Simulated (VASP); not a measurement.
# Cr (P1) in VASP: further runs

The runs below take Cr through single point, with PBE+D3(BJ).

Program: VASP 6.6.1. These are calculated values, not measurements. Logs are shortened: lines on timing, memory, paths and dates and some standing lists are left out, and cuts for length are marked.

### 1 The cell of the first run

The typed cell holds 16 atoms: a = 6.035 Å, b = 6.035 Å, c = 6.035 Å, α = 90.00°, β = 90.00°, γ = 90.00°.

### 2 Single point, PBE+D3(BJ)

File INCAR:

```
SYSTEM = Cr
ALGO = Normal
EDIFF = 1E-7
ENCUT = 520
GGA = PE
ISIF = 2
ISMEAR = -1
IVDW = 12
LASPH = .True.
LCHARG = .False.
LREAL = Auto
LWAVE = .False.
NBANDS = 110
NELM = 80
PREC = Accurate
SIGMA = 0.17
```

File KPOINTS:

```
k-points
0
Gamma
  2 2 2
  0 0 0
```

File POSCAR:

```
Cr
1.0
    6.0346920000      0.0000000000      0.0000000000
    0.0000000000      6.0346920000      0.0000000000
    0.0000000000      0.0000000000      6.0346920000
Cr
16
Direct
   -0.0385272355     -0.0584122603     -0.0142343636
    0.5029254186      0.0105722048     -0.0128092701
   -0.0241768760      0.5160495349     -0.0037118713
   -0.0039770050      0.0074071717      0.5038036738
    0.2729551069      0.2848198384      0.2753578807
    0.5036379653      0.4765446190      0.0158748781
    0.4894367434     -0.0246905724      0.4669335237
    0.7314540659      0.2533849283      0.2693260899
    0.0009113970      0.4720042050      0.5005557864
    0.2204089289      0.7723840753      0.2544288921
    0.2226128525      0.2790366103      0.7400709100
    0.4485233049      0.4729156020      0.4877962289
    0.7469809561      0.7423742587      0.2730379612
    0.7448267451      0.2336656121      0.7181808119
    0.2320416684      0.7448930285      0.7606850524
    0.7465501139      0.7197053304      0.7757479586
```

Potentials or basis: VASP PAW PBE potentials, release 64 (Cr_pv).

On the command line:

```console
$ cat potpaw_PBE.64/Cr_pv/POTCAR > POTCAR
$ mpirun -np 1 vasp_std > vasp.out
```

OUTCAR:

```text
SYSTEM = Cr
   EDIFF = 1E-7
   ENCUT = 520
   GGA = PE
   ISIF = 2
   ISMEAR = -1
   IVDW = 12
   LASPH = .True.
   LREAL = Auto
   NELM = 80
   PREC = Accurate
 IVDW          = 12

 ion  position               nearest neighbor table
   1  0.961  0.942  0.986-  16 2.25  15 2.43  10 2.47  13 2.48   3 2.57  14 2.72   2 2.80   8 2.90
                             4 2.94  11 2.97   4 3.16
   2  0.503  0.011  0.987-  14 2.56  16 2.62   8 2.64  15 2.67  10 2.75   5 2.77  11 2.78  13 2.79
                             1 2.80   6 2.82   7 2.90   7 3.15
   3  0.976  0.516  0.996-  16 2.28  15 2.51  13 2.56   1 2.57  11 2.58  10 2.65   8 2.72  14 2.77
                             5 2.83   6 2.86   9 3.01   9 3.06
   4  0.996  0.007  0.504-  14 2.42  10 2.47  11 2.57   8 2.60  13 2.60  15 2.63   5 2.74   9 2.80
                            16 2.82   1 2.94   7 2.99   7 3.07   1 3.16
   5  0.273  0.285  0.275-  12 2.01   6 2.39   9 2.41   7 2.56   4 2.74   2 2.77   8 2.77  11 2.82
                             3 2.83  10 2.96  10 3.11
   6  0.504  0.477  0.016-   5 2.39   8 2.46  16 2.53  11 2.66  13 2.67  14 2.74  15 2.77   2 2.82
                            10 2.86   3 2.86  12 2.87
   7  0.489  0.975  0.467-  13 2.40  10 2.40   8 2.52   5 2.56  14 2.67  15 2.74  16 2.87   2 2.90
                            11 2.94   4 2.99  12 3.02  12 3.04   4 3.07   2 3.15
   8  0.731  0.253  0.269-   6 2.46   9 2.52   7 2.52  12 2.53   4 2.60   2 2.64  14 2.71   3 2.72
                             5 2.77   1 2.90  13 2.95  13 3.09
   9  0.001  0.472  0.501-  11 2.29   5 2.41  14 2.49   8 2.52  13 2.63  15 2.67  10 2.69  12 2.70
                            16 2.71   4 2.80   3 3.01   3 3.06
  10  0.220  0.772  0.254-   7 2.40   4 2.47   1 2.47   3 2.65  12 2.67   9 2.69   2 2.75   6 2.86
                            13 2.86   5 2.96  15 2.99  15 3.06   5 3.11
  11  0.223  0.279  0.740-   9 2.29  12 2.35   4 2.57   3 2.58   6 2.66   2 2.78  15 2.81   5 2.82
                            14 2.90   7 2.94   1 2.97  14 3.17
  12  0.449  0.473  0.488-   5 2.01  11 2.35   8 2.53  15 2.67  10 2.67  14 2.69   9 2.70  13 2.75
                             6 2.87  16 2.91   7 3.02   7 3.04
  13  0.747  0.742  0.273-   7 2.40   1 2.48   3 2.56   4 2.60   9 2.63   6 2.67  12 2.75   2 2.79
                            10 2.86   8 2.95  16 3.00  16 3.04   8 3.09
  14  0.745  0.234  0.718-   4 2.42   9 2.49   2 2.56   7 2.67  12 2.69   8 2.71   1 2.72   6 2.74
                             3 2.77  11 2.90  16 2.95  16 3.12  11 3.17
  15  0.232  0.745  0.761-   1 2.43   3 2.51   4 2.63   2 2.67  12 2.67   9 2.67   7 2.74   6 2.77
                            11 2.81  16 2.94  10 2.99  10 3.06  16 3.11
  16  0.747  0.720  0.776-   1 2.25   3 2.28   6 2.53   2 2.62   9 2.71   4 2.82   7 2.87  12 2.91
                            15 2.94  14 2.95  13 3.00  13 3.04  15 3.11  14 3.12

  LATTYP: Found a simple cubic cell.
 ALAT       =     6.0346920000

  Lattice vectors:

 A1 = (   6.0346920000,   0.0000000000,   0.0000000000)
 A2 = (   0.0000000000,   6.0346920000,   0.0000000000)
 A3 = (   0.0000000000,   0.0000000000,   6.0346920000)

Analysis of symmetry for initial positions (statically):
=====================================================================
 Subroutine PRICEL returns:
 Original cell was already a primitive cell.

 Routine SETGRP: Setting up the symmetry group for a
 simple cubic supercell.

 Subroutine GETGRP returns: Found  1 space group operations
 (whereof  1 operations were pure point group operations)
 out of a pool of 48 trial point group operations.

The static configuration has the point symmetry C_1 .

Analysis of symmetry for dynamics (positions and initial velocities):
=====================================================================
 Subroutine PRICEL returns:
 Original cell was already a primitive cell.

 Routine SETGRP: Setting up the symmetry group for a
 simple cubic supercell.

 Subroutine GETGRP returns: Found  1 space group operations
 (whereof  1 operations were pure point group operations)
 out of a pool of 48 trial point group operations.

The dynamic configuration has the point symmetry C_1 .

 Subroutine INISYM returns: Found  1 space group operations
 (whereof  1 operations are pure point group operations),
 and found     1 'primitive' translations

----------------------------------------------------------------------------------------

                                     Primitive cell

  volume of cell :     219.7684

  direct lattice vectors                    reciprocal lattice vectors
     6.034692000  0.000000000  0.000000000     0.165708540  0.000000000  0.000000000
[... 54 lines left out ...]
     0.082854270  0.000000000  0.000000000     0.500000000  0.000000000  0.000000000
     0.000000000  0.082854270  0.000000000     0.000000000  0.500000000  0.000000000
     0.000000000  0.000000000  0.082854270     0.000000000  0.000000000  0.500000000

  Length of vectors
     0.082854270  0.082854270  0.082854270

  Shift w.r.t. Gamma in fractional coordinates (k-lattice)
     0.000000000  0.000000000  0.000000000

 Subroutine IBZKPT returns following result:
 ===========================================

 Found      8 irreducible k-points:

 Following reciprocal coordinates:
            Coordinates               Weight
  0.000000  0.000000  0.000000      1.000000
  0.500000  0.000000  0.000000      1.000000
  0.000000  0.500000  0.000000      1.000000
  0.000000  0.000000  0.500000      1.000000
  0.500000  0.500000  0.000000      1.000000
  0.000000  0.500000  0.500000      1.000000
  0.500000  0.000000  0.500000      1.000000
  0.500000  0.500000  0.500000      1.000000
   k-points           NKPTS =      8   k-points in BZ     NKDIM =      8   number of bands    NBANDS=    110
   number of dos      NEDOS =    301   number of ions     NIONS =     16
   total plane-waves  NPLWV = 110592
   dimension x,y,z NGX =    48 NGY =   48 NGZ =   48
   dimension x,y,z NGXF=    96 NGYF=   96 NGZF=   96
   ions per type =              16
   NGX,Y,Z   is equivalent  to a cutoff of  13.22, 13.22, 13.22 a.u.
   NGXF,Y,Z  is equivalent  to a cutoff of  26.45, 26.45, 26.45 a.u.
 SYSTEM =  Cr
   PREC   = accura    normal or accurate (medium, high low for compatibility)
   ISTART =      0    job   : 0-new  1-cont  2-samecut
   ICHARG =      2    charge: 1-file 2-atom 10-const
   ISPIN  =      1    spin polarized calculation?
   LNONCOLLINEAR =      F non collinear calculations
   LSORBIT =      F    spin-orbit coupling
   LASPH  =      T    aspherical Exc in radial PAW
   ENCUT  =  520.0 eV  38.22 Ry    6.18 a.u.  11.22 11.22 11.22*2*pi/ulx,y,z
   NELM   =     80;   NELMIN=  2; NELMDL= -5     # of ELM steps
   EDIFF  = 0.1E-06   stopping-criterion for ELM
   LREAL  =      T    real-space projection
   EDIFFG = 0.1E-05   stopping-criterion for IOM
   NSW    =      0    number of steps for IOM
   IBRION =     -1    ionic relax: 0-MD 1-quasi-New 2-CG
   NFREE  =      0    steps in history (QN), initial steepest desc. (CG)
   ISIF   =      2    stress and relaxation
   ISYM   =      2    0-nonsym 1-usesym 2-fastsym
   POTIM  = 0.5000    time-step for ionic-motion
   TEBEG  =    0.0;   TEEND  =   0.0 temperature during run
   PSTRESS=    0.0 pullay stress
   NELECT =     192.0000    total number of electrons
   NUPDOWN=      -1.0000    fix difference up-down
   EMIN   =  10.00;   EMAX   =-10.00  energy-range for DOS
   EFERMI =   0.00;   METHOD = LEGACY
   ISMEAR =    -1;   SIGMA  =   0.17  broadening in eV -4-tet -1-fermi 0-gaus
   EFERMI_NEDOS =   21; number of points for ismear=-14 and -15
   IALGO  =     38    algorithm
   IMIX   =      4    mixing-type and parameters
     AMIX     =   0.40;   BMIX     =  1.00
     AMIX_MAG =   1.60;   BMIX_MAG =  1.00
  volume/ion in A,a.u.               =      13.74        92.69
  Fermi-wavevector in a.u.,A,eV,Ry     =   1.565021  2.957461 33.324618  2.449290
  Thomas-Fermi vector in A             =   2.667559
   LORBIT       =      0    0 simple, 1 ext, 2 COOP (PROOUT), +10 PAW based schemes
   GGA     = PE    functional components
   LHFCALC =     F    Hartree Fock is set to
   AEXX    =    0.0000 exact exchange contribution
   IVDW    =    12    specifies the selected vdW correction
   LEPSILON=     F    determine dielectric tensor
   LRPA    =     F    only Hartree local field effects (RPA)
 non-spin polarized calculation
  energy-cutoff  :      520.00
  volume of cell :      219.77
 maximum number of plane-waves:      5912
 NGX is ok and might be reduce to    48
   NGX = 23   NGY = 23   NGZ = 23

 number of electron     192.0000013 magnetization

 Free energy of the ion-electron system (eV)
  ---------------------------------------------------
  ext. energy  EPLUGINS =         0.00000000
  ---------------------------------------------------
  free energy    TOTEN  =      -146.79447818 eV

  energy without entropy =     -145.03506293  energy(sigma->0) =     -145.91477055

 E-fermi :   8.6604     XC(G=0): -12.6315

 val. band max:        8.6513627555   @ k =   0.0000   0.0000   0.0000
 cond. band min:       8.6899313764   @ k =   0.0000   0.0000   0.5000
 fundamental gap:      0.0385686209
 Fermi energy:         8.6603616311

 k-point     1 :       0.0000    0.0000    0.0000
  band No.  band energies     occupation
      1     -35.2078      2.00000
      2     -34.7907      2.00000
      3     -34.7727      2.00000
      4     -34.7080      2.00000
      5     -34.6772      2.00000
      6     -34.6721      2.00000
[... 877 lines left out ...]
    107       9.6349      0.00646
    108       9.6873      0.00475
 [bands above 108 left out]

------------------------ aborting loop because EDIFF is reached ----------------------------------------

 Edisp (eV)   -6.61309

 E8    (eV) :    -2.9317

  FORCE on cell =-STRESS in cart. coord.  units (eV):
  Direction    XX          YY          ZZ          XY          YZ          ZX
  --------------------------------------------------------------------------------------
  -------------------------------------------------------------------------------------
  Total     -36.73891   -36.52035   -38.71557     0.41985     0.31778     0.43923
  in kB    -267.83759  -266.24421  -282.24802     3.06082     2.31668     3.20210
  external pressure =     -272.11 kB  Pullay stress =        0.00 kB

 VOLUME and BASIS-vectors are now :
 -----------------------------------------------------------------------------
  energy-cutoff  :      520.00
  volume of cell :      219.77
      direct lattice vectors                 reciprocal lattice vectors
     6.034692000  0.000000000  0.000000000     0.165708540  0.000000000  0.000000000
     0.000000000  6.034692000  0.000000000     0.000000000  0.165708540  0.000000000
     0.000000000  0.000000000  6.034692000     0.000000000  0.000000000  0.165708540

 POSITION                                       TOTAL-FORCE (eV/Angst)
 -----------------------------------------------------------------------------------
      5.80219      5.68219      5.94879         0.704369      2.019146      0.196742
      3.03500      0.06380      5.95739        -0.468202     -0.630282     -0.034333
      5.88879      3.11420      6.01229         0.659893     -1.682209      0.157444
      6.01069      0.04470      3.04030        -0.292167     -0.942699     -0.172930
      1.64720      1.71880      1.66170        -2.036434     -2.000126     -2.000099
      3.03930      2.87580      0.09580        -0.309555      0.958105     -0.500583
[... 8 lines left out ...]
      1.40030      4.49520      4.59050         0.213866      0.586971     -0.172794
      4.50520      4.34320      4.68140        -0.476719      0.631431     -0.598446
 -----------------------------------------------------------------------------------
    total drift:                               -0.006106     -0.001321      0.002007

  FREE ENERGIE OF THE ION-ELECTRON SYSTEM (eV)
  ---------------------------------------------------
  free  energy   TOTEN  =      -153.4075679241 eV

  energy  without entropy=     -151.6481526787  energy(sigma->0) =     -152.52786030
```

Wall time 20 min (1 thread of Intel Xeon Platinum 8488C (Sapphire Rapids), shared host); peak memory 0.4 GiB.

Results:

```
Free energy                : -153.4076 eV
Pressure                   : -27.2 GPa
Largest force              : 3.485 eV/Å
Band gap on the k mesh     : zero (bands 96 and 97 overlap by 0.27 eV)
Dispersion energy per atom : -0.413 eV
```

Forces in eV/Å, atoms in the order of the input:
```
Cr   0.704  2.019  0.197
Cr  -0.468 -0.630 -0.034
Cr   0.660 -1.682  0.157
Cr  -0.292 -0.943 -0.173
Cr  -2.036 -2.000 -2.000
Cr  -0.310  0.958 -0.501
Cr   0.247  0.310  1.250
Cr   0.565 -0.548 -1.291
Cr  -1.259  1.551  0.246
Cr   0.724 -0.579 -0.140
Cr   0.424 -1.515  0.749
Cr   2.402  1.694  1.425
Cr  -0.691  0.228 -0.574
Cr  -0.407 -0.081  1.461
Cr   0.214  0.587 -0.173
Cr  -0.477  0.631 -0.598
```

Caveat: the k points lie up to 0.52 Å⁻¹ apart; the run has no spin polarisation, though such a crystal can be magnetic; forces of over 1 eV/Å act on the atoms, so gaps and moduli don't describe the material at rest. Spin polarisation is off, so any magnetic state and its effect on volume and gap are missing.

(Part 1 of 2 ends here.)
